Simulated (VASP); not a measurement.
# CrO2: single point with r2SCAN

Crystal: CrO2.

```xyz
6
Lattice="4.4031 0.0000 0.0000 0.0000 4.4031 0.0000 0.0000 0.0000 2.9128" Properties=species:S:1:pos:R:3 pbc="T T T"
Cr    0.0000    0.0000    0.0000
Cr    2.2015    2.2015    1.4564
O     1.3330    1.3330    0.0000
O     0.8685    3.5346    1.4564
O     3.0700    3.0700    0.0000
O     3.5346    0.8685    1.4564
```

```json
{"Program": "VASP 6.6.1", "Task": "single point", "Functional": "r2SCAN", "Potentials or basis": "VASP PAW PBE potentials, release 64 (Cr_pv, O)", "Cutoff": "520 eV", "k mesh": "6 × 6 × 10", "Occupations": "gaussian, width 0.05 eV", "Spin": "collinear spin, ferromagnetic start", "Starting moments": "[2.02, 2.02, 0.0, 0.0, 0.0, 0.0] μB", "Dipole correction": "no", "Further INCAR settings": "ALGO = Normal; EDIFF = 1e-06; NBANDS = 37"}
```

```
Pressure                                              : 1.2 GPa
Largest force                                         : 0.007 eV/Å
Band gap on the k mesh                                : zero (filled and empty bands overlap)
Net moment                                            : 4.00 μB per cell
Site moments                                          : Cr +2.35; O -0.12 μB
Valence electrons inside the program's atomic spheres : Cr 11.10; O 5.08
```

Forces on the atoms (eV/Å):
```
Cr   0.000  0.000  0.000
Cr   0.000  0.000  0.000
O   -0.005 -0.005  0.000
O    0.005 -0.005  0.000
O    0.005  0.005  0.000
O   -0.005  0.005  0.000
```

Stress tensor (GPa, compression positive):
```
1.06 0.00 0.00
0.00 1.06 0.00
0.00 0.00 1.41
```

Levels at points of the mesh, in eV from the Fermi level:
Spin up:
| k point | band 24 | band 25 | band 26 | band 27 | band 28 | band 29 |
| --- | --- | --- | --- | --- | --- | --- |
| (0.00, 0.00, 0.00) | -1.35 | -1.06 | -1.06 | -0.39 | 0.41 | 0.44 |
| (0.50, 0.00, 0.00) | -1.04 | -0.47 | -0.47 | 0.38 | 0.38 | 0.45 |
| (0.50, 0.50, 0.00) | -1.78 | -1.34 | -1.34 | 0.41 | 0.41 | 1.02 |
| (0.00, 0.00, 0.50) | -1.10 | 0.05 | 0.05 | 0.44 | 0.44 | 0.73 |
| (0.50, 0.00, 0.50) | -1.59 | -1.08 | -1.08 | 0.44 | 0.44 | 0.98 |
| (0.50, 0.50, 0.50) | -1.10 | -0.14 | -0.14 | -0.02 | -0.02 | 0.43 |
Spin down:
```tsv
k point	band 18	band 19	band 20	band 21	band 22	band 23	band 24	band 25	band 26	band 27
(0.00, 0.00, 0.00)	-3.53	-1.75	-1.43	-1.43	-1.00	1.75	1.77	2.08	2.10	2.10
(0.50, 0.00, 0.00)	-4.32	-2.90	-2.90	-1.82	-1.82	2.44	2.44	2.74	2.74	2.83
(0.50, 0.50, 0.00)	-3.24	-2.61	-2.61	-2.24	-2.24	1.77	1.77	2.12	2.12	3.09
(0.00, 0.00, 0.50)	-3.97	-3.69	-3.69	-2.64	-2.64	2.42	2.42	3.00	3.00	3.33
(0.50, 0.00, 0.50)	-3.86	-3.15	-3.15	-2.17	-2.17	1.51	1.51	3.03	3.03	3.32
(0.50, 0.50, 0.50)	-3.92	-2.46	-2.46	-1.69	-1.69	2.07	2.07	2.87	2.87	3.09
```

It took 15 min on 1 thread of Intel Xeon 8259CL, with other jobs on the host, peak memory 0.33 GiB.

Caveat: the PAW data sets were made with another functional, which shifts forces and pressure a little; semilocal functionals often make such compounds metallic where correlation or magnetic order opens a gap, which also shifts bond lengths; the run started ferromagnetic, and an antiferromagnetic order may lie lower in energy. With open d or f shells a metallic result of r2SCAN can be an artefact of self-interaction; +U or a hybrid may open a gap.
